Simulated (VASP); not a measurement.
Crystal: As.

```
CELL_PARAMETERS angstrom
0.00000 3.03389 3.03389
3.03389 0.00000 3.03389
3.03389 3.03389 0.00000
ATOMIC_POSITIONS crystal
As 0.12500 0.12500 0.12500
As 0.87500 0.87500 0.87500
```

This isn't the form of As at room conditions, which is rhombohedral.

Base run:

| Property | Result |
| --- | --- |
| Program | VASP 6.6.1 |
| Functional | r2SCAN |
| Potentials or basis | VASP PAW PBE potentials, release 64 (As) |
| Cutoff | 550 eV |
| k mesh | 5 × 5 × 5 |
| Occupations | fermi-dirac, width 0.1 eV |
| Spin | no spin polarisation |

Its results: band gap on the k mesh zero (bands 5 and 6 overlap by 0.71 eV); pressure -0.5 GPa.

Task: The run is repeated on the same cell with these changes: functional from r2SCAN to r2SCAN0; cutoff from 550 eV to 440 eV. What comes out?

Result: Band gap on the k mesh zero (bands 5 and 6 overlap by 1.09 eV); pressure -1.8 GPa.

Caveats: the PAW data sets were made with another functional, which shifts forces and pressure a little.
